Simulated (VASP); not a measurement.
Write the native input for VASP 6.6.1 that does the following.

```
Task                   : single point
Functional             : LDA
Potentials or basis    : VASP PAW LDA potentials, release 64 (Zn, O)
Cutoff                 : 520 eV
k mesh                 : 9 × 9 × 4
Occupations            : fermi-dirac, width 0.05 eV
Spin                   : no spin polarisation
Dipole correction      : no
Further INCAR settings : ALGO = Normal; EDIFF = 1e-06; NBANDS = 26
```

The structure of ZnO lies in POSCAR:

```
ZnO
1.0
    3.2879671587      0.0000000000      0.0000000000
   -1.6439835793      2.8474630862      0.0000000000
    0.0000000000      0.0000000000      7.1304413500
Zn O
2 2
Direct
    0.0000000000      0.0000000000      0.2500000000
    0.0000000000      0.0000000000      0.7500000000
    0.6666666667      0.3333333333      0.7500000000
    0.3333333333      0.6666666667      0.2500000000
```

These files were run (other wordings do the same):

INCAR

```
SYSTEM = ZnO
PREC     = Accurate       ! precision mode
ENCUT    = 520            ! plane-wave cutoff, eV
EDIFF    = 1E-6           ! SCF threshold, eV
ISMEAR   = -1             ! smearing method
SIGMA    = 0.05           ! smearing width, eV
LREAL    = .False.        ! projectors in reciprocal space
LASPH    = .True.         ! aspherical terms in the spheres
NELM     = 100            ! most SCF steps
ALGO     = Normal         ! electronic algorithm
ISIF     = 2              ! what is computed and relaxed
LWAVE    = .False.        ! write WAVECAR
LCHARG   = .False.        ! write CHGCAR
NBANDS   = 26             ! bands
```

KPOINTS

```
Automatic mesh
0
Gamma
  9 9 4
  0 0 0
```

Potentials or basis: VASP PAW LDA potentials, release 64 (Zn, O).

Launch:

```console
$ cat potpaw_LDA.64/Zn/POTCAR potpaw_LDA.64/O/POTCAR > POTCAR
$ mpirun -np 1 vasp_std > vasp.out
```

Results of the run:

```
Pressure               : -7.4 GPa
Band gap on the k mesh : 0.76 eV, direct
```

Wall time 37 s on 1 thread of Intel Xeon 6975P-C, with other jobs on the host, peak memory 0.18 GiB.
